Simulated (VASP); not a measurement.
# LiBr in VASP: a series of runs

The runs below take LiBr through single point, with PBE.

Program: VASP 6.6.1. These are calculated values, not measurements. Logs are shortened: lines on timing, memory, paths and dates and some standing lists are left out, and cuts for length are marked.

## Step 1: The cell of the first run

The cell holds a molecule in a box, 2 atoms: a = 11.000 Å, b = 10.000 Å, c = 10.000 Å, α = 90.00°, β = 90.00°, γ = 90.00°.

## Step 2: Single point, PBE

Input file INCAR:

```
GGA      = PE             # functional
ISMEAR   = 0              # smearing method
SIGMA    = 0.03           # smearing width, eV
LWAVE    = False          # write WAVECAR
LCHARG   = False          # write CHGCAR
ISIF     = 0              # what is computed and relaxed
PREC     = Accurate       # precision mode
LASPH    = True           # aspherical terms in the spheres
LREAL    = Auto         
ALGO     = Normal         # electronic algorithm
EDIFF    = 1E-6           # SCF threshold, eV
NELM     = 120            # most SCF steps
GGA_COMPAT= False        
ENCUT    = 650            # plane-wave cutoff, eV
EFERMI   = MIDGAP       
NELMDL   = -8           
ROPT     = -0.00025 -0.00025
ADDGRID  = False
```

Input file KPOINTS:

```
k-points
0
Gamma
  1 1 1
```

Input file POSCAR:

```
LiBr
1.0
   11.0000000000      0.0000000000      0.0000000000
    0.0000000000     10.0000000000      0.0000000000
    0.0000000000      0.0000000000     10.0000000000
Li Br
1 1
Direct
    0.4170909100      0.5328800000      0.4555900000
    0.5852727300      0.4713200000      0.5512100000
```

Potentials or basis: VASP PAW PBE potentials, release 64 (Li_sv, Br).

On the command line:

```console
$ cat potpaw_PBE.64/Li_sv/POTCAR potpaw_PBE.64/Br/POTCAR > POTCAR
$ mpirun -np 1 vasp_gam > vasp.out
```

OUTCAR:

```text
GGA = PE
   ISMEAR = 0
   ISIF = 0
   PREC = Accurate
   LASPH = True
   LREAL = Auto
   EDIFF = 1E-6
   NELM = 120
   ENCUT = 650
   EFERMI = MIDGAP
   NELMDL = -8

 Found      1 irreducible k-points:

 Following reciprocal coordinates:
            Coordinates               Weight
  0.000000  0.000000  0.000000      1.000000
   k-points           NKPTS =      1   k-points in BZ     NKDIM =      1   number of bands    NBANDS=      9
   number of dos      NEDOS =    301   number of ions     NIONS =      2
   total plane-waves  NPLWV = 677376
   dimension x,y,z NGX =    96 NGY =   84 NGZ =   84
   dimension x,y,z NGXF=   192 NGYF=  168 NGZF=  168
   ions per type =               1   1
   NGX,Y,Z   is equivalent  to a cutoff of  14.51, 13.96, 13.96 a.u.
   NGXF,Y,Z  is equivalent  to a cutoff of  29.02, 27.93, 27.93 a.u.
 SYSTEM =  unknown system
   PREC   = accura    normal or accurate (medium, high low for compatibility)
   ISTART =      0    job   : 0-new  1-cont  2-samecut
   ICHARG =      2    charge: 1-file 2-atom 10-const
   ISPIN  =      1    spin polarized calculation?
   LNONCOLLINEAR =      F non collinear calculations
   LSORBIT =      F    spin-orbit coupling
   LASPH  =      T    aspherical Exc in radial PAW
   ENCUT  =  650.0 eV  47.77 Ry    6.91 a.u.  22.87 20.79 20.79*2*pi/ulx,y,z
   NELM   =    120;   NELMIN=  2; NELMDL= -8     # of ELM steps
   EDIFF  = 0.1E-05   stopping-criterion for ELM
   LREAL  =      T    real-space projection
   EDIFFG = 0.1E-04   stopping-criterion for IOM
   NSW    =      0    number of steps for IOM
   IBRION =     -1    ionic relax: 0-MD 1-quasi-New 2-CG
   NFREE  =      0    steps in history (QN), initial steepest desc. (CG)
   ISIF   =      0    stress and relaxation
   ISYM   =      2    0-nonsym 1-usesym 2-fastsym
   POTIM  = 0.5000    time-step for ionic-motion
   TEBEG  =    0.0;   TEEND  =   0.0 temperature during run

   SCALEE = 1.0000    scale energy and forces
   PSTRESS=    0.0 pullay stress
   NELECT =      10.0000    total number of electrons
   NUPDOWN=      -1.0000    fix difference up-down
   EMIN   =  10.00;   EMAX   =-10.00  energy-range for DOS
   EFERMI =   0.00;   METHOD = MIDGAP
   ISMEAR =     0;   SIGMA  =   0.03  broadening in eV -4-tet -1-fermi 0-gaus
   EFERMI_NEDOS =   21; number of points for ismear=-14 and -15
   IALGO  =     38    algorithm
   IMIX   =      4    mixing-type and parameters
     AMIX     =   0.40;   BMIX     =  1.00
     AMIX_MAG =   1.60;   BMIX_MAG =  1.00
  volume/ion in A,a.u.               =     550.00      3711.58
  Fermi-wavevector in a.u.,A,eV,Ry     =   0.341673  0.645668  1.588350  0.116740
  Thomas-Fermi vector in A             =   1.246405
   LORBIT       =      0    0 simple, 1 ext, 2 COOP (PROOUT), +10 PAW based schemes
   GGA     = PE    functional components
   LHFCALC =     F    Hartree Fock is set to
   AEXX    =    0.0000 exact exchange contribution
   IVDW    =     0    specifies the selected vdW correction
   LEPSILON=     F    determine dielectric tensor
   LRPA    =     F    only Hartree local field effects (RPA)

   CSHIFT  =0.1000    complex shift for real part using Kramers Kronig

   OMEGAMAX=  -1.0    maximum frequency
 non-spin polarized calculation
 Gauss-broadening in eV      SIGMA  =   0.03
  energy-cutoff  :      650.00
  volume of cell :     1100.00
 maximum number of plane-waves:     20711
 NGX is ok and might be reduce to    90
   NGX = 45   NGY = 41   NGZ = 41

 number of electron      10.0000002 magnetization

 Free energy of the ion-electron system (eV)
  ---------------------------------------------------
  ext. energy  EPLUGINS =         0.00000000
  ---------------------------------------------------
  free energy    TOTEN  =        -4.88887711 eV

  energy without entropy =       -4.88887711  energy(sigma->0) =       -4.88887711

 E-fermi :  -3.4856     XC(G=0):  -0.8927

 val. band max:       -5.4030624812   @ k =   0.0000   0.0000   0.0000
 cond. band min:      -1.5680945099   @ k =   0.0000   0.0000   0.0000
 fundamental gap:      3.8349679714
 Fermi energy:        -3.4855784955

 k-point     1 :       0.0000    0.0000    0.0000
  band No.  band energies     occupation
      1     -51.6493      2.00000
      2     -17.3481      2.00000
      3      -6.0475      2.00000
      4      -5.4057      2.00000
      5      -5.4031      2.00000
      6      -1.5681      0.00000
      7       0.1096      0.00000
      8       0.1455      0.00000
      9       0.2275      0.00000

------------------------ aborting loop because EDIFF is reached ----------------------------------------

 VOLUME and BASIS-vectors are now :
 -----------------------------------------------------------------------------
  energy-cutoff  :      650.00
  volume of cell :     1100.00
      direct lattice vectors                 reciprocal lattice vectors
    11.000000000  0.000000000  0.000000000     0.090909091  0.000000000  0.000000000
     0.000000000 10.000000000  0.000000000     0.000000000  0.100000000  0.000000000
     0.000000000  0.000000000 10.000000000     0.000000000  0.000000000  0.100000000

 POSITION                                       TOTAL-FORCE (eV/Angst)
 -----------------------------------------------------------------------------------
      4.58800      5.32880      4.55590        -0.089710      0.038035     -0.057511
      6.43800      4.71320      5.51210         0.089710     -0.038035      0.057511
 -----------------------------------------------------------------------------------
    total drift:                                0.004302      0.003596     -0.002332

  FREE ENERGIE OF THE ION-ELECTRON SYSTEM (eV)
  ---------------------------------------------------
  free  energy   TOTEN  =        -4.8888771146 eV

  energy  without entropy=       -4.8888771146  energy(sigma->0) =       -4.88887711
```

It took 2.5 min on 1 thread of Intel Xeon Platinum 8259CL at 2.50GHz (Skylake/Cascade Lake), shared host; peak memory 1.1 GiB.

Results:

```
Free energy                     : -4.8889 eV
Largest force                   : 0.113 eV/Å
Gap between the frontier levels : 3.83 eV
```

Forces on the atoms (eV/Å):
```
Li  -0.090  0.038 -0.058
Br   0.090 -0.038  0.058
```

## Step 3: Single point, PBE

Changes to INCAR since step 2:

```diff
@@ -8,3 +8,3 @@
 LASPH    = True           # aspherical terms in the spheres
-LREAL    = Auto         
+LREAL    = False          # projectors in reciprocal space
 ALGO     = Normal         # electronic algorithm
@@ -13,6 +13,5 @@
 GGA_COMPAT= False        
-ENCUT    = 650            # plane-wave cutoff, eV
+ENCUT    = 900            # plane-wave cutoff, eV
 EFERMI   = MIDGAP       
 NELMDL   = -8           
-ROPT     = -0.00025 -0.00025
 ADDGRID  = False
```

KPOINTS is that of step 2.

POSCAR is that of step 2.

Potentials or basis: VASP PAW PBE potentials, release 64 (Li_sv, Br).

On the command line:

```console
$ cat potpaw_PBE.64/Li_sv/POTCAR potpaw_PBE.64/Br/POTCAR > POTCAR
$ mpirun -np 1 vasp_gam > vasp.out
```

Run time: 3.1 min. Hardware: 1 thread of Intel Xeon Platinum 8259CL at 2.50GHz (Skylake/Cascade Lake), shared host; peak memory 1.6 GiB.

It converged, with:

```
Free energy                     : -4.8878 eV
Largest force                   : 0.107 eV/Å
Gap between the frontier levels : 3.83 eV
```

Forces in eV/Å, atoms in the order of the input:
```
Li  -0.087  0.034 -0.053
Br   0.087 -0.034  0.053
```

Levels at points of the mesh, in eV from the valence-band top:
| k point | band 1 | band 2 | band 3 | band 4 | band 5 | band 6 | band 7 | band 8 | band 9 |
| --- | --- | --- | --- | --- | --- | --- | --- | --- | --- |
| (0.00, 0.00, 0.00) | -46.24 | -11.95 | -0.65 | 0.00 | 0.00 | 3.83 | 5.51 | 5.55 | 5.63 |

## Step 4: Single point, PBE

Changes to INCAR since step 3:

```diff
@@ -8,3 +8,3 @@
 LASPH    = True           # aspherical terms in the spheres
-LREAL    = False          # projectors in reciprocal space
+LREAL    = Auto         
 ALGO     = Normal         # electronic algorithm
@@ -13,5 +13,6 @@
 GGA_COMPAT= False        
-ENCUT    = 900            # plane-wave cutoff, eV
+ENCUT    = 580            # plane-wave cutoff, eV
 EFERMI   = MIDGAP       
 NELMDL   = -8           
+ROPT     = -0.002 -0.002
 ADDGRID  = False
```

KPOINTS is that of step 3.

POSCAR is that of step 3.

Potentials or basis: VASP PAW PBE potentials, release 64 (Li_sv, Br).

On the command line:

```console
$ cat potpaw_PBE.64/Li_sv/POTCAR potpaw_PBE.64/Br/POTCAR > POTCAR
$ mpirun -np 1 vasp_gam > vasp.out
```

OUTCAR:

```text
GGA = PE
   ISMEAR = 0
   ISIF = 0
   PREC = Accurate
   LASPH = True
   LREAL = Auto
   EDIFF = 1E-6
   NELM = 120
   ENCUT = 580
   EFERMI = MIDGAP
   NELMDL = -8

 ion  position               nearest neighbor table
   1  0.417  0.533  0.456-   2 2.17
   2  0.585  0.471  0.551-   1 2.17

  LATTYP: Found a simple tetragonal cell.
 ALAT       =    10.0000000000
 C/A-ratio  =     1.1000000000

  Lattice vectors:

 A1 = (   0.0000000000,  10.0000000000,   0.0000000000)
 A2 = (   0.0000000000,   0.0000000000,  10.0000000000)
 A3 = (  11.0000000000,   0.0000000000,   0.0000000000)

Analysis of symmetry for initial positions (statically):
=====================================================================
 Subroutine PRICEL returns:
 Original cell was already a primitive cell.

 Routine SETGRP: Setting up the symmetry group for a
 simple tetragonal supercell.

 Subroutine GETGRP returns: Found  1 space group operations
 (whereof  1 operations were pure point group operations)
 out of a pool of 16 trial point group operations.

The static configuration has the point symmetry C_1 .

Analysis of symmetry for dynamics (positions and initial velocities):
=====================================================================
 Subroutine PRICEL returns:
 Original cell was already a primitive cell.

 Routine SETGRP: Setting up the symmetry group for a
 simple tetragonal supercell.

 Subroutine GETGRP returns: Found  1 space group operations
 (whereof  1 operations were pure point group operations)
 out of a pool of 16 trial point group operations.

The dynamic configuration has the point symmetry C_1 .

 Subroutine INISYM returns: Found  1 space group operations
 (whereof  1 operations are pure point group operations),
 and found     1 'primitive' translations

----------------------------------------------------------------------------------------

                                     Primitive cell

  volume of cell :    1100.0000

  direct lattice vectors                    reciprocal lattice vectors
    11.000000000  0.000000000  0.000000000     0.090909091  0.000000000  0.000000000
     0.000000000 10.000000000  0.000000000     0.000000000  0.100000000  0.000000000
     0.000000000  0.000000000 10.000000000     0.000000000  0.000000000  0.100000000

  length of vectors
    11.000000000 10.000000000 10.000000000     0.090909091  0.100000000  0.100000000

  position of ions in fractional coordinates (direct lattice)
     0.417090910  0.532880000  0.455590000
     0.585272730  0.471320000  0.551210000

  ion indices of the primitive-cell ions
   primitive index   ion index
                 1           1
                 2           2

----------------------------------------------------------------------------------------

 KPOINTS: k-points

Automatic generation of k-mesh.
 Grid dimensions read from file:
 generate k-points for:    1    1    1

 Generating k-lattice:

  Cartesian coordinates                     Fractional coordinates (reciprocal lattice)
     0.090909091  0.000000000  0.000000000     1.000000000  0.000000000  0.000000000
     0.000000000  0.100000000  0.000000000     0.000000000  1.000000000  0.000000000
     0.000000000  0.000000000  0.100000000     0.000000000  0.000000000  1.000000000

  Length of vectors
     0.090909091  0.100000000  0.100000000

  Shift w.r.t. Gamma in fractional coordinates (k-lattice)
     0.000000000  0.000000000  0.000000000

 Subroutine IBZKPT returns following result:
 ===========================================

 Found      1 irreducible k-points:

 Following reciprocal coordinates:
            Coordinates               Weight
  0.000000  0.000000  0.000000      1.000000
   k-points           NKPTS =      1   k-points in BZ     NKDIM =      1   number of bands    NBANDS=      9
   number of dos      NEDOS =    301   number of ions     NIONS =      2
   total plane-waves  NPLWV = 576000
   dimension x,y,z NGX =    90 NGY =   80 NGZ =   80
   dimension x,y,z NGXF=   180 NGYF=  160 NGZF=  160
   ions per type =               1   1
   NGX,Y,Z   is equivalent  to a cutoff of  13.60, 13.30, 13.30 a.u.
   NGXF,Y,Z  is equivalent  to a cutoff of  27.20, 26.60, 26.60 a.u.
 SYSTEM =  unknown system
   PREC   = accura    normal or accurate (medium, high low for compatibility)
   ISTART =      0    job   : 0-new  1-cont  2-samecut
   ICHARG =      2    charge: 1-file 2-atom 10-const
   ISPIN  =      1    spin polarized calculation?
   LNONCOLLINEAR =      F non collinear calculations
   LSORBIT =      F    spin-orbit coupling
   LASPH  =      T    aspherical Exc in radial PAW
   ENCUT  =  580.0 eV  42.63 Ry    6.53 a.u.  21.60 19.64 19.64*2*pi/ulx,y,z
   NELM   =    120;   NELMIN=  2; NELMDL= -8     # of ELM steps
   EDIFF  = 0.1E-05   stopping-criterion for ELM
   LREAL  =      T    real-space projection
   EDIFFG = 0.1E-04   stopping-criterion for IOM
   NSW    =      0    number of steps for IOM
   IBRION =     -1    ionic relax: 0-MD 1-quasi-New 2-CG
   NFREE  =      0    steps in history (QN), initial steepest desc. (CG)
   ISIF   =      0    stress and relaxation
   ISYM   =      2    0-nonsym 1-usesym 2-fastsym
   POTIM  = 0.5000    time-step for ionic-motion
   TEBEG  =    0.0;   TEEND  =   0.0 temperature during run

   SCALEE = 1.0000    scale energy and forces
   PSTRESS=    0.0 pullay stress
   NELECT =      10.0000    total number of electrons
   NUPDOWN=      -1.0000    fix difference up-down
   EMIN   =  10.00;   EMAX   =-10.00  energy-range for DOS
   EFERMI =   0.00;   METHOD = MIDGAP
   ISMEAR =     0;   SIGMA  =   0.03  broadening in eV -4-tet -1-fermi 0-gaus
   EFERMI_NEDOS =   21; number of points for ismear=-14 and -15
   IALGO  =     38    algorithm
   IMIX   =      4    mixing-type and parameters
     AMIX     =   0.40;   BMIX     =  1.00
     AMIX_MAG =   1.60;   BMIX_MAG =  1.00
  volume/ion in A,a.u.               =     550.00      3711.58
  Fermi-wavevector in a.u.,A,eV,Ry     =   0.341673  0.645668  1.588350  0.116740
  Thomas-Fermi vector in A             =   1.246405
   LORBIT       =      0    0 simple, 1 ext, 2 COOP (PROOUT), +10 PAW based schemes
   GGA     = PE    functional components
   LHFCALC =     F    Hartree Fock is set to
   AEXX    =    0.0000 exact exchange contribution
   IVDW    =     0    specifies the selected vdW correction
   LEPSILON=     F    determine dielectric tensor
   LRPA    =     F    only Hartree local field effects (RPA)

   CSHIFT  =0.1000    complex shift for real part using Kramers Kronig

   OMEGAMAX=  -1.0    maximum frequency
 non-spin polarized calculation
 Gauss-broadening in eV      SIGMA  =   0.03
  energy-cutoff  :      580.00
  volume of cell :     1100.00
 maximum number of plane-waves:     17438
 NGX is ok and might be reduce to    90
   NGX = 43   NGY = 39   NGZ = 39

 number of electron      10.0000002 magnetization

 Free energy of the ion-electron system (eV)
  ---------------------------------------------------
  ext. energy  EPLUGINS =         0.00000000
  ---------------------------------------------------
  free energy    TOTEN  =        -4.88578701 eV

  energy without entropy =       -4.88578701  energy(sigma->0) =       -4.88578701

 E-fermi :  -3.4830     XC(G=0):  -0.8925

 val. band max:       -5.4021005741   @ k =   0.0000   0.0000   0.0000
 cond. band min:      -1.5639864256   @ k =   0.0000   0.0000   0.0000
 fundamental gap:      3.8381141485
 Fermi energy:        -3.4830434999

 k-point     1 :       0.0000    0.0000    0.0000
  band No.  band energies     occupation
      1     -51.6618      2.00000
      2     -17.3464      2.00000
      3      -6.0446      2.00000
      4      -5.4047      2.00000
      5      -5.4021      2.00000
      6      -1.5640      0.00000
      7       0.1103      0.00000
      8       0.1463      0.00000
      9       0.2285      0.00000

------------------------ aborting loop because EDIFF is reached ----------------------------------------

 VOLUME and BASIS-vectors are now :
 -----------------------------------------------------------------------------
  energy-cutoff  :      580.00
  volume of cell :     1100.00
      direct lattice vectors                 reciprocal lattice vectors
    11.000000000  0.000000000  0.000000000     0.090909091  0.000000000  0.000000000
     0.000000000 10.000000000  0.000000000     0.000000000  0.100000000  0.000000000
     0.000000000  0.000000000 10.000000000     0.000000000  0.000000000  0.100000000

 POSITION                                       TOTAL-FORCE (eV/Angst)
 -----------------------------------------------------------------------------------
      4.58800      5.32880      4.55590        -0.124116      0.037432     -0.050334
      6.43800      4.71320      5.51210         0.124116     -0.037432      0.050334
 -----------------------------------------------------------------------------------
    total drift:                               -0.050427      0.012720     -0.009542

  FREE ENERGIE OF THE ION-ELECTRON SYSTEM (eV)
  ---------------------------------------------------
  free  energy   TOTEN  =        -4.8857870074 eV

  energy  without entropy=       -4.8857870074  energy(sigma->0) =       -4.88578701
```

Run time: 1.9 min. Hardware: 1 thread of Intel Xeon Platinum 8259CL at 2.50GHz (Skylake/Cascade Lake), shared host; peak memory 0.93 GiB.

Results:

* Free energy: -4.8858 eV
* Largest force: 0.139 eV/Å
* Gap between the frontier levels: 3.84 eV

Forces on the atoms (eV/Å):
```
Li  -0.124  0.037 -0.050
Br   0.124 -0.037  0.050
```

Levels at points of the mesh, in eV from the valence-band top:
```
           k point  band 1  band 2  band 3  band 4  band 5  band 6  band 7  band 8  band 9
(0.00, 0.00, 0.00)  -46.26  -11.94   -0.64    0.00    0.00    3.84    5.51    5.55    5.63
```

## Step 5: The runs side by side

| cutoff (eV) | gap on the mesh (eV) | largest force (eV/Å) |
| --- | --- | --- |
| 650 | 3.83 | 0.11 |
| 900 | 3.83 | 0.11 |
| 580 | 3.84 | 0.14 |

Alike in all rows: task single point; level PBE; potentials or basis VASP PAW PBE potentials, release 64 (Li_sv, Br); no spin polarisation; cell as given; k mesh 1 × 1 × 1; smearing gaussian 0.03 eV.

Total energies depend on the potentials used, so only differences within one code and one set of settings carry meaning.
